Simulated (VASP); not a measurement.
Here is a VASP 6.6.1 calculation.

Contents of POSCAR:

```
CdS
1.0
    0.0000000000      2.9100000000      2.9100000000
    2.9100000000      0.0000000000      2.9100000000
    2.9100000000      2.9100000000      0.0000000000
Cd S
1 1
Direct
    0.0000000000      0.0000000000      0.0000000000
    0.6862145945      0.7500000000      0.7500000000
```

The input INCAR.step1:

```
PREC = Accurate
ENCUT = 520
ISMEAR = 0
SIGMA = 0.05
LREAL = F
LASPH = T
NELM = 100
NBANDS = 16
GGA = PE
ALGO = Normal
EDIFF = 1E-4
LWAVE = T
LCHARG = F
```

INCAR.step2

```
PREC = Accurate
ENCUT = 520
EDIFF = 1E-7
ISMEAR = 0
SIGMA = 0.05
LREAL = F
LASPH = T
NELM = 100
ALGO = Normal
ISIF = 2
LWAVE = F
LCHARG = T
METAGGA = R2SCAN
LMIXTAU = T
LELF = T
LVHAR = T
NBANDS = 16
ISTART = 1
```

KPOINTS

```
Automatic mesh
0
Gamma
  8 8 8
```

Potentials or basis: VASP PAW PBE potentials, release 64 (Cd, S).

Run with:

```console
$ cat potpaw_PBE.64/Cd/POTCAR potpaw_PBE.64/S/POTCAR > POTCAR
$ cp INCAR.step1 INCAR
$ mpirun -np 1 vasp_std > vasp.out
$ cp INCAR.step2 INCAR
$ mpirun -np 1 vasp_std > vasp.out
```

Predict the band gap on the k mesh.

1.61 eV.

Estimate the pressure.

4.1 GPa.

What does it give for the largest force?

1.757 eV/Å.

Stress tensor (GPa, compression positive):
```
 5.02 -5.04 -5.04
-5.04  3.61  2.30
-5.04  2.30  3.61
```

Caveat: the cell differs from its parent crystal (all S atoms moved +0.263 Å, as atom 2 towards its neighbour atom 2 (S) at 4.115 Å); the cell stands under pressure; the PAW data sets were made with another functional, which shifts forces and pressure a little.
